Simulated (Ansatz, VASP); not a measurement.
SiGe6: VASP beside Ansatz

```
CELL_PARAMETERS angstrom
5.33144 3.07811 3.28570
-5.33144 3.07811 3.28570
0.00000 -6.15621 3.28570
ATOMIC_POSITIONS crystal
Si 0.12109 0.12109 0.12109
Si 0.87891 0.87891 0.87891
Ge 0.59194 0.73249 0.30420
Ge 0.84170 0.98190 0.56040
Ge 0.40806 0.26751 0.69580
Ge 0.15830 0.01810 0.43960
Ge 0.69580 0.40806 0.26751
Ge 0.43960 0.15830 0.01810
Ge 0.30420 0.59194 0.73249
Ge 0.56040 0.84170 0.98190
Ge 0.73249 0.30420 0.59194
Ge 0.98190 0.56040 0.84170
Ge 0.26751 0.69580 0.40806
Ge 0.01810 0.43960 0.15830
```

Alike in both runs: functional PBE; k mesh 3 × 3 × 3; occupations gaussian, width 0.2 eV; no spin polarisation.

Ansatz relaxed the structure, and its values are those at the end. VASP's run is a single point on that final structure, the one shown.

|  | VASP | Ansatz |
| --- | --- | --- |
| version | VASP 6.6.1 | Ansatz 0.2.0 |
| potentials or method | VASP PAW PBE potentials, release 64 (Si, Ge_d), cutoff 520 eV | scalar-relativistic, plane waves, PAW |
| valence electrons in the cell | 176 | 176 |

|  | VASP | Ansatz | Ansatz less VASP |
| --- | --- | --- | --- |
| gap on the k mesh at the Fermi level (eV) | 0.13 | 0.12 | -0.004 |
| least direct gap on the mesh (eV) | 0.13 | 0.12 | -0.004 |
| pressure (GPa) | 0.5 | 0.5 | +0.07 |
| rms of the force components (eV/Å) | 0.025 | 0.024 | -0.0007 |
